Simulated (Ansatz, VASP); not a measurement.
# Two plane-wave programs on BiH

Contents of INCAR:

```
PREC = Accurate
ENCUT = 520
EDIFF = 1E-7
ISMEAR = 0
SIGMA = 0.1
LREAL = False
LASPH = True
NELM = 100
ALGO = Normal
ISIF = 2
LWAVE = False
LCHARG = False
GGA = PE
NBANDS = 15
```

Contents of KPOINTS:

```
regular mesh
0
Gamma
  6 6 6
```

File POSCAR:

```
BiH
1.0
   -1.7876544000      1.7876544000      2.8253319700
    1.7876544000     -1.7876544000      2.8253319700
    1.7876544000      1.7876544000     -2.8253319700
Bi H
1 1
Direct
    0.0006089000      0.0006089000      0.0000000000
    0.5713921200      0.5713921200      0.0000000000
```

Input for Ansatz:

```yaml
crystal:
  lattice:
    - [-1.7876544, 1.7876544, 2.82533197]
    - [1.7876544, -1.7876544, 2.82533197]
    - [1.7876544, 1.7876544, -2.82533197]
  atoms:
    - { symbol: Bi, position: [0.0006089, 0.0006089, 0.0] }
    - { symbol: H, position: [0.57139212, 0.57139212, 0.0] }
basis:
  ecutwfc: 420
kpoints:
  mp_grid: { grid: [6, 6, 6] }
hamiltonian:
  xc: pbe
scf:
  occupations: { method: gaussian, width: 0.1 }
  lower_state_search: "off"
output:
  forces: true
  stress: true
  eigenvalues: true
```

Change from the starting cell: species swapped into the SnP type (I4mm, No. 107).

Alike in both runs: task single point; functional PBE; k mesh 6 × 6 × 6; occupations gaussian, width 0.1 eV; no spin polarisation.

|  | VASP | Ansatz |
| --- | --- | --- |
| version | VASP 6.6.1 | Ansatz 0.2.0 |
| potentials or method | VASP PAW PBE potentials, release 64 (Bi_d, H), cutoff 520 eV | scalar-relativistic, plane waves, PAW |
| valence electrons in the cell | 16 | 16 |

|  | VASP | Ansatz | Ansatz less VASP |
| --- | --- | --- | --- |
| gap on the k mesh at the Fermi level (eV) | none | none | - |
| pressure (GPa) | -2.2 | -2.2 | +0.08 |
| traceless stress, the component that is largest in VASP (GPa) | -1.55 | -1.55 | +0.004 |
| rms of the force components (eV/Å) | 0.195 | 0.195 | +0.0005 |

Atom by atom the forces differ by 0.000 eV/Å (rms over components). A gap of «none» marks a metal or a gap that the smearing closes.

The k mesh is coarse, so the values compare programs but aren't converged. Spin-orbit coupling is off throughout.
